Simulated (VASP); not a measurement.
# SiC (P6_3mc) in VASP: notebook

Runs on SiC. Level: PBE. Tasks: single point.

All numbers are computed with VASP 6.6.1; they aren't measurements. Logs are shortened: lines on timing, memory, paths and dates and some standing lists are left out, and cuts for length are marked.

### Step 1. The cell of the first run

It takes space group P6_3mc (No. 186, hexagonal). Conventional cell: a = 3.014 Å, b = 3.014 Å, c = 5.341 Å, α = 90.00°, β = 90.00°, γ = 120.00°. Si (site symmetry 3m) has 4 C at 1.77 to 1.96 Å within 2.3 Å. Within 2.3 Å of C (site symmetry 3m) lie 4 Si at 1.77 to 1.96 Å.

### Step 2. Single point, PBE (c/a of the conventional cell at fixed volume 1.7722)

The input, INCAR:

```
PREC = Accurate ; ENCUT = 520
EDIFF = 1E-6 ; ISMEAR = 0
SIGMA = 0.05 ; LREAL = F
LASPH = T ; NELM = 80
ALGO = Normal ; ISIF = 2
LWAVE = F ; LCHARG = F
GGA = PE ; NBANDS = 16
```

The input, KPOINTS:

```
Automatic mesh
0
Gamma
  12 12 6
```

The input, POSCAR:

```
SiC
1.0
    3.0137421920      0.0000000000      0.0000000000
   -1.5068710960      2.6099772987      0.0000000000
    0.0000000000      0.0000000000      5.3409539127
Si C
2 2
Direct
    0.3333333333      0.6666666667      0.0045639005
    0.6666666667      0.3333333333      0.5045639005
    0.3333333333      0.6666666667      0.3356973251
    0.6666666667      0.3333333333      0.8356973251
```

Potentials or basis: VASP PAW PBE potentials, release 64 (Si, C).

Started as:

```bash
$ cat potpaw_PBE.64/Si/POTCAR potpaw_PBE.64/C/POTCAR > POTCAR
$ mpirun -np 1 vasp_std > vasp.out
```

OUTCAR:

```text
PREC = Accurate
   ENCUT = 520
   EDIFF = 1E-6
   ISMEAR = 0
   LREAL = F
   LASPH = T
   NELM = 80
   ISIF = 2
   GGA = PE

 ion  position               nearest neighbor table
   1  0.333  0.667  0.005-   3 1.77   4 1.96   4 1.96   4 1.96
   2  0.667  0.333  0.505-   4 1.77   3 1.96   3 1.96   3 1.96
   3  0.333  0.667  0.336-   1 1.77   2 1.96   2 1.96   2 1.96
   4  0.667  0.333  0.836-   2 1.77   1 1.96   1 1.96   1 1.96

  LATTYP: Found a hexagonal cell.
 ALAT       =     3.0137421920
 C/A-ratio  =     1.7722000000

  Lattice vectors:

 A1 = (   3.0137421920,   0.0000000000,   0.0000000000)
 A2 = (  -1.5068710960,   2.6099772987,   0.0000000000)
 A3 = (   0.0000000000,   0.0000000000,   5.3409539127)

Analysis of symmetry for initial positions (statically):
=====================================================================
 Subroutine PRICEL returns:
 Original cell was already a primitive cell.

 Routine SETGRP: Setting up the symmetry group for a
 hexagonal supercell.

 Subroutine GETGRP returns: Found 12 space group operations
 (whereof  6 operations were pure point group operations)
 out of a pool of 24 trial point group operations.

The static configuration has the point symmetry C_3v.
 The point group associated with its full space group is C_6v.

Analysis of symmetry for dynamics (positions and initial velocities):
=====================================================================
 Subroutine PRICEL returns:
 Original cell was already a primitive cell.

 Routine SETGRP: Setting up the symmetry group for a
 hexagonal supercell.

 Subroutine GETGRP returns: Found 12 space group operations
 (whereof  6 operations were pure point group operations)
 out of a pool of 24 trial point group operations.

The dynamic configuration has the point symmetry C_3v.
 The point group associated with its full space group is C_6v.

 Subroutine INISYM returns: Found 12 space group operations
 (whereof  6 operations are pure point group operations),
 and found     1 'primitive' translations

----------------------------------------------------------------------------------------

                                     Primitive cell

  volume of cell :      42.0109

  direct lattice vectors                    reciprocal lattice vectors
     3.013742192  0.000000000  0.000000000     0.331813386  0.191572547  0.000000000
    -1.506871096  2.609977299  0.000000000     0.000000000  0.383145095  0.000000000
     0.000000000  0.000000000  5.340953913     0.000000000  0.000000000  0.187232471

  length of vectors
     3.013742192  3.013742192  5.340953913     0.383145095  0.383145095  0.187232471

  position of ions in fractional coordinates (direct lattice)
     0.333333333  0.666666667  0.004563901
     0.666666667  0.333333333  0.504563901
     0.333333333  0.666666667  0.335697325
     0.666666667  0.333333333  0.835697325

  ion indices of the primitive-cell ions
   primitive index   ion index
                 1           1
                 2           2
                 3           3
                 4           4

----------------------------------------------------------------------------------------

 KPOINTS: Automatic mesh

Automatic generation of k-mesh.
 Grid dimensions read from file:
 generate k-points for:   12   12    6

 Generating k-lattice:

  Cartesian coordinates                     Fractional coordinates (reciprocal lattice)
     0.027651115  0.015964379  0.000000000     0.083333333  0.000000000  0.000000000
     0.000000000  0.031928758  0.000000000     0.000000000  0.083333333  0.000000000
     0.000000000  0.000000000  0.031205412     0.000000000  0.000000000  0.166666667

  Length of vectors
     0.031928758  0.031928758  0.031205412

  Shift w.r.t. Gamma in fractional coordinates (k-lattice)
     0.000000000  0.000000000  0.000000000

 Subroutine IBZKPT returns following result:
 ===========================================

 Found     76 irreducible k-points:

 Following reciprocal coordinates:
            Coordinates               Weight
  0.000000  0.000000  0.000000      1.000000
  0.083333  0.000000  0.000000      6.000000
  0.166667  0.000000  0.000000      6.000000
  0.250000  0.000000  0.000000      6.000000
  0.333333  0.000000  0.000000      6.000000
  0.416667 -0.000000  0.000000      6.000000
[... 16 lines left out ...]
  0.250000  0.000000  0.166667     12.000000
  0.333333  0.000000  0.166667     12.000000
 [... further k-points ...]
   k-points           NKPTS =     76   k-points in BZ     NKDIM =     76   number of bands    NBANDS=     16
   number of dos      NEDOS =    301   number of ions     NIONS =      4
   total plane-waves  NPLWV =  23040
   dimension x,y,z NGX =    24 NGY =   24 NGZ =   40
   dimension x,y,z NGXF=    48 NGYF=   48 NGZF=   80
   ions per type =               2   2
   NGX,Y,Z   is equivalent  to a cutoff of  13.24, 13.24, 12.45 a.u.
   NGXF,Y,Z  is equivalent  to a cutoff of  26.48, 26.48, 24.90 a.u.
 SYSTEM =  unknown system
   PREC   = accura    normal or accurate (medium, high low for compatibility)
   ISTART =      0    job   : 0-new  1-cont  2-samecut
   ICHARG =      2    charge: 1-file 2-atom 10-const
   ISPIN  =      1    spin polarized calculation?
   LNONCOLLINEAR =      F non collinear calculations
   LSORBIT =      F    spin-orbit coupling
   LASPH  =      T    aspherical Exc in radial PAW
   ENCUT  =  520.0 eV  38.22 Ry    6.18 a.u.   5.60  5.60  9.93*2*pi/ulx,y,z
   NELM   =     80;   NELMIN=  2; NELMDL= -5     # of ELM steps
   EDIFF  = 0.1E-05   stopping-criterion for ELM
   LREAL  =      F    real-space projection
   EDIFFG = 0.1E-04   stopping-criterion for IOM
   NSW    =      0    number of steps for IOM
   IBRION =     -1    ionic relax: 0-MD 1-quasi-New 2-CG
   NFREE  =      0    steps in history (QN), initial steepest desc. (CG)
   ISIF   =      2    stress and relaxation
   ISYM   =      2    0-nonsym 1-usesym 2-fastsym
   POTIM  = 0.5000    time-step for ionic-motion
   TEBEG  =    0.0;   TEEND  =   0.0 temperature during run
   PSTRESS=    0.0 pullay stress
   NELECT =      16.0000    total number of electrons
   NUPDOWN=      -1.0000    fix difference up-down
   EMIN   =  10.00;   EMAX   =-10.00  energy-range for DOS
   EFERMI =   0.00;   METHOD = LEGACY
   ISMEAR =     0;   SIGMA  =   0.05  broadening in eV -4-tet -1-fermi 0-gaus
   EFERMI_NEDOS =   21; number of points for ismear=-14 and -15
   IALGO  =     38    algorithm
   IMIX   =      4    mixing-type and parameters
     AMIX     =   0.40;   BMIX     =  1.00
     AMIX_MAG =   1.60;   BMIX_MAG =  1.00
  volume/ion in A,a.u.               =      10.50        70.88
  Fermi-wavevector in a.u.,A,eV,Ry     =   1.186664  2.242469 19.159321  1.408170
  Thomas-Fermi vector in A             =   2.322831
   LORBIT       =      0    0 simple, 1 ext, 2 COOP (PROOUT), +10 PAW based schemes
   GGA     = PE    functional components
   LHFCALC =     F    Hartree Fock is set to
   AEXX    =    0.0000 exact exchange contribution
   IVDW    =     0    specifies the selected vdW correction
   LEPSILON=     F    determine dielectric tensor
   LRPA    =     F    only Hartree local field effects (RPA)
 non-spin polarized calculation
 Gauss-broadening in eV      SIGMA  =   0.05
  energy-cutoff  :      520.00
  volume of cell :       42.01
 maximum number of plane-waves:      1149
 NGX is ok and might be reduce to    24
   NGX = 11   NGY = 11   NGZ = 19

 number of electron      15.9999998 magnetization

 Free energy of the ion-electron system (eV)
  ---------------------------------------------------
  ext. energy  EPLUGINS =         0.00000000
  ---------------------------------------------------
  free energy    TOTEN  =       -29.02204826 eV

  energy without entropy =      -29.02203079  energy(sigma->0) =      -29.02203952

 E-fermi :   8.9916     XC(G=0): -11.3227

 val. band max:        8.9204299804   @ k =   0.0000   0.0000   0.0000
 cond. band min:       9.0625590944   @ k =   0.3333   0.3333   0.0000
 fundamental gap:      0.1421291140
 Fermi energy:         8.9915680675

 k-point     1 :       0.0000    0.0000    0.0000
  band No.  band energies     occupation
      1      -7.3244      2.00000
      2      -3.9713      2.00000
      3      -1.5458      2.00000
      4       6.3346      2.00000
      5       7.7653      2.00000
      6       7.7653      2.00000
[... 8 lines left out ...]
     15      17.6945      0.00000
     16      17.9944      0.00000

 k-point     2 :       0.0833    0.0000    0.0000
  band No.  band energies     occupation
      1      -7.1988      2.00000
      2      -3.8630      2.00000
      3      -1.4298      2.00000
      4       6.2887      2.00000
      5       7.0422      2.00000
      6       7.5327      2.00000
[... 8 lines left out ...]
     15      17.9127      0.00000
     16      18.2766      0.00000

 k-point     3 :       0.1667    0.0000    0.0000
  band No.  band energies     occupation
      1      -6.8254      2.00000
      2      -3.5477      2.00000
      3      -1.0887      2.00000
      4       5.4242      2.00000
      5       6.1649      2.00000
      6       7.0179      2.00000
[... 8 lines left out ...]
     15      17.8439      0.00000
     16      18.5332      0.00000

 k-point     4 :       0.2500    0.0000    0.0000
  band No.  band energies     occupation
      1      -6.2165      2.00000
      2      -3.0637      2.00000
      3      -0.5514      2.00000
      4       3.6900      2.00000
      5       5.5638      2.00000
      6       6.0016      2.00000
[... 8 lines left out ...]
     15      18.5511      0.00000
     16      19.5922      0.00000
[... 324 lines left out ...]
 k-point    22 :       0.1667    0.0000    0.1667
  band No.  band energies     occupation
      1      -6.7046      2.00000
      2      -4.0841      2.00000
      3      -0.3712      2.00000
      4       5.3847      2.00000
      5       5.6935      2.00000
      6       7.1007      2.00000
[... 8 lines left out ...]
     15      18.0917      0.00000
     16      18.3438      0.00000

 k-point    23 :       0.2500    0.0000    0.1667
  band No.  band energies     occupation
      1      -6.0979      2.00000
      2      -3.5600      2.00000
      3       0.0887      2.00000
      4       3.8206      2.00000
      5       4.9132      2.00000
      6       6.2144      2.00000
[... 8 lines left out ...]
     15      18.5688      0.00000
     16      19.3345      0.00000

 k-point    24 :       0.3333    0.0000    0.1667
  band No.  band energies     occupation
      1      -5.2881      2.00000
      2      -2.9357      2.00000
      3       0.4710      2.00000
      4       2.4972      2.00000
      5       3.6280      2.00000
      6       5.5941      2.00000
[... 8 lines left out ...]
     15      19.1743      0.00000
     16      20.2038      0.00000

 [... further k-points ...]

------------------------ aborting loop because EDIFF is reached ----------------------------------------

  FORCE on cell =-STRESS in cart. coord.  units (eV):
  Direction    XX          YY          ZZ          XY          YZ          ZX
  --------------------------------------------------------------------------------------
  -------------------------------------------------------------------------------------
  Total        1.8972788      1.8972788     -3.2473133      0.0000000      0.0000000      0.0000000
  in kB       72.3569194     72.3569194   -123.8434704      0.0000000      0.0000000      0.0000000
  external PRESSURE =       6.9567894 kB  Pullay stress =       0.0000000 kB

 VOLUME and BASIS-vectors are now :
 -----------------------------------------------------------------------------
  energy-cutoff  :      520.00
  volume of cell :       42.01
      direct lattice vectors                 reciprocal lattice vectors
     3.013742192  0.000000000  0.000000000     0.331813386  0.191572547  0.000000000
    -1.506871096  2.609977299  0.000000000     0.000000000  0.383145095  0.000000000
     0.000000000  0.000000000  5.340953913     0.000000000  0.000000000  0.187232471

 POSITION                                       TOTAL-FORCE (eV/Angst)
 -----------------------------------------------------------------------------------
     -0.00000      1.73998      0.02438        -0.000000     -0.000000     -4.463674
      1.50687      0.86999      2.69485        -0.000000      0.000000     -4.463674
     -0.00000      1.73998      1.79294         0.000000      0.000000      4.463674
      1.50687      0.86999      4.46342         0.000000     -0.000000      4.463674
 -----------------------------------------------------------------------------------
    total drift:                               -0.000000     -0.000000     -0.000042

  FREE ENERGIE OF THE ION-ELECTRON SYSTEM (eV)
  ---------------------------------------------------
  free  energy   TOTEN  =       -29.0220482568 eV

  energy  without entropy=      -29.0220307871  energy(sigma->0) =      -29.02203952
```

Run time: 29 s. Hardware: 1 thread of Intel Xeon 6975P-C, shared host; peak memory 0.18 GiB.

What came out:

* Free energy: -29.0220 eV
* Pressure: 0.7 GPa
* Largest force: 4.464 eV/Å
* Band gap on the k mesh: 0.14 eV, indirect (least direct gap 3.14 eV)

Forces on the atoms (eV/Å):
```
Si   0.000  0.000 -4.464
Si   0.000  0.000 -4.464
C    0.000  0.000  4.464
C    0.000  0.000  4.464
```

Levels at points of the mesh, in eV from the valence-band top:
```csv
k point,band 6,band 7,band 8,band 9,band 10,band 11
"(0.00, 0.00, 0.00)",-1.16,0.00,0.00,3.79,5.20,6.41
"(0.50, 0.00, 0.00)",-4.95,-3.30,-1.26,2.07,2.64,5.37
"(0.00, 0.00, 0.50)",-0.63,-0.63,-0.63,5.95,5.95,7.08
"(0.50, 0.00, 0.50)",-4.03,-2.48,-2.48,1.71,1.71,4.71
```

Caveat: forces of over 1 eV/Å act on the atoms, so gaps and moduli don't describe the material at rest.

### Step 3. Single point, PBE (c/a of the conventional cell at fixed volume 1.5972)

The input, INCAR:

```
PREC = Accurate
ENCUT = 520
EDIFF = 1E-6
ISMEAR = 0
SIGMA = 0.05
LREAL = F
LASPH = T
NELM = 100
ALGO = Normal
ISIF = 2
LWAVE = F
LCHARG = F
GGA = PE
NBANDS = 16
```

The input, KPOINTS:

```
regular mesh
0
Gamma
  12 12 6
```

The input, POSCAR:

```
SiC
1.0
    3.1200190218      0.0000000000      0.0000000000
   -1.5600095109      2.7020157332      0.0000000000
    0.0000000000      0.0000000000      4.9832943816
Si C
2 2
Direct
    0.3333333333      0.6666666667      0.0045639005
    0.6666666667      0.3333333333      0.5045639005
    0.3333333333      0.6666666667      0.3356973251
    0.6666666667      0.3333333333      0.8356973251
```

Potentials or basis: VASP PAW PBE potentials, release 64 (Si, C).

Started as:

```bash
$ cat potpaw_PBE.64/Si/POTCAR potpaw_PBE.64/C/POTCAR > POTCAR
$ mpirun -np 1 vasp_std > vasp.out
```

OUTCAR:

```text
PREC = Accurate
   ENCUT = 520
   EDIFF = 1E-6
   ISMEAR = 0
   LREAL = F
   LASPH = T
   NELM = 100
   ISIF = 2
   GGA = PE

 ion  position               nearest neighbor table
   1  0.333  0.667  0.005-   3 1.65   4 1.99   4 1.99   4 1.99   2 3.07   2 3.07   2 3.07   2 3.07
                             2 3.07   2 3.07
   2  0.667  0.333  0.505-   4 1.65   3 1.99   3 1.99   3 1.99   1 3.07   1 3.07   1 3.07   1 3.07
                             1 3.07   1 3.07
   3  0.333  0.667  0.336-   1 1.65   2 1.99   2 1.99   2 1.99
   4  0.667  0.333  0.836-   2 1.65   1 1.99   1 1.99   1 1.99

  LATTYP: Found a hexagonal cell.
 ALAT       =     3.1200190218
 C/A-ratio  =     1.5972000000

  Lattice vectors:

 A1 = (   3.1200190218,   0.0000000000,   0.0000000000)
 A2 = (  -1.5600095109,   2.7020157332,   0.0000000000)
 A3 = (   0.0000000000,   0.0000000000,   4.9832943816)

Analysis of symmetry for initial positions (statically):
=====================================================================
 Subroutine PRICEL returns:
 Original cell was already a primitive cell.

[... 179 lines left out ...]
 cond. band min:       9.4442082363   @ k =   0.3333   0.3333   0.0000
 fundamental gap:      0.9989154948
 Fermi energy:         8.7024894963

 k-point     1 :       0.0000    0.0000    0.0000
  band No.  band energies     occupation
      1      -7.4237      2.00000
      2      -3.4664      2.00000
      3      -1.1944      2.00000
      4       6.7175      2.00000
      5       6.8593      2.00000
      6       6.8593      2.00000
[... 433 lines left out ...]
      3       0.5155      2.00000
      4       2.4329      2.00000
      5       3.5220      2.00000
      6       5.3519      2.00000
[... 8 lines left out ...]
     15      19.1329      0.00000
     16      20.0890      0.00000

 [... further k-points ...]

------------------------ aborting loop because EDIFF is reached ----------------------------------------

  FORCE on cell =-STRESS in cart. coord.  units (eV):
  Direction    XX          YY          ZZ          XY          YZ          ZX
  --------------------------------------------------------------------------------------
  -------------------------------------------------------------------------------------
  Total       -2.8110048     -2.8110048     14.1579833      0.0000000      0.0000000      0.0000000
  in kB     -107.2038826   -107.2038826    539.9459875      0.0000000      0.0000000      0.0000000
  external PRESSURE =     108.5127407 kB  Pullay stress =       0.0000000 kB

 VOLUME and BASIS-vectors are now :
 -----------------------------------------------------------------------------
  energy-cutoff  :      520.00
  volume of cell :       42.01
      direct lattice vectors                 reciprocal lattice vectors
     3.120019022  0.000000000  0.000000000     0.320510866  0.185047035  0.000000000
    -1.560009511  2.702015733  0.000000000     0.000000000  0.370094070  0.000000000
     0.000000000  0.000000000  4.983294382     0.000000000  0.000000000  0.200670465

 POSITION                                       TOTAL-FORCE (eV/Angst)
 -----------------------------------------------------------------------------------
     -0.00000      1.80134      0.02274         0.000000      0.000000     -7.125072
      1.56001      0.90067      2.51439        -0.000000      0.000000     -7.125072
     -0.00000      1.80134      1.67288         0.000000     -0.000000      7.125072
      1.56001      0.90067      4.16453        -0.000000      0.000000      7.125072
 -----------------------------------------------------------------------------------
    total drift:                               -0.000000     -0.000000      0.000456

  FREE ENERGIE OF THE ION-ELECTRON SYSTEM (eV)
  ---------------------------------------------------
  free  energy   TOTEN  =       -28.6341496286 eV

  energy  without entropy=      -28.6341496286  energy(sigma->0) =      -28.63414963
```

Wall time 27 s (1 thread of Intel Xeon 6975P-C, shared host); peak memory 0.18 GiB.

What came out:

```
Free energy            : -28.6341 eV
Pressure               : 10.9 GPa
Largest force          : 7.125 eV/Å
Band gap on the k mesh : 1.00 eV, indirect (least direct gap 3.30 eV)
```

Forces in eV/Å, atoms in the order of the input:
```
Si   0.000  0.000 -7.125
Si   0.000  0.000 -7.125
C    0.000  0.000  7.125
C    0.000  0.000  7.125
```

Caveat: forces of over 1 eV/Å act on the atoms, so gaps and moduli don't describe the material at rest. A k mesh can miss the band edges.

(Part 1 of 2 ends here.)
